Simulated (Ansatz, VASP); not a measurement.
# CdS in VASP and in Ansatz

```
CELL_PARAMETERS angstrom
0.00000 2.75324 2.75324
2.75324 0.00000 2.75324
2.75324 2.75324 0.00000
ATOMIC_POSITIONS crystal
Cd 0.00000 0.00000 0.00000
S 0.50000 0.50000 0.50000
```

Alike in both runs: task single point; functional PBE-based screened hybrid with a share of 0.25 of exact exchange and HFSCREEN = 0.4; k mesh 4 × 4 × 4; occupations fermi-dirac, width 0.05 eV; no spin polarisation.

|  | VASP | Ansatz |
| --- | --- | --- |
| version | VASP 6.6.1 | Ansatz 0.2.0 |
| potentials or method | VASP PAW PBE potentials, release 64 (Cd, S) | Ansatz PAW |
| plane-wave cutoff (eV) | 520 | 420 |
| valence electrons in the cell | 18 | 26 |

|  | VASP | Ansatz | Ansatz less VASP |
| --- | --- | --- | --- |
| gap on the k mesh at the Fermi level (eV) | 0.87 | 0.88 | +0.014 |
| least direct gap on the mesh (eV) | 2.18 | 2.21 | +0.027 |
| pressure (GPa) | -1.0 | -1.4 | -0.38 |

VASP's potentials were made for PBE, not for PBE-based screened hybrid. VASP's potentials hold 18 valence electrons a cell and Ansatz's 26, so a difference there can come from the potentials and not from the codes.

The k mesh is coarse, so the values compare programs but aren't converged.
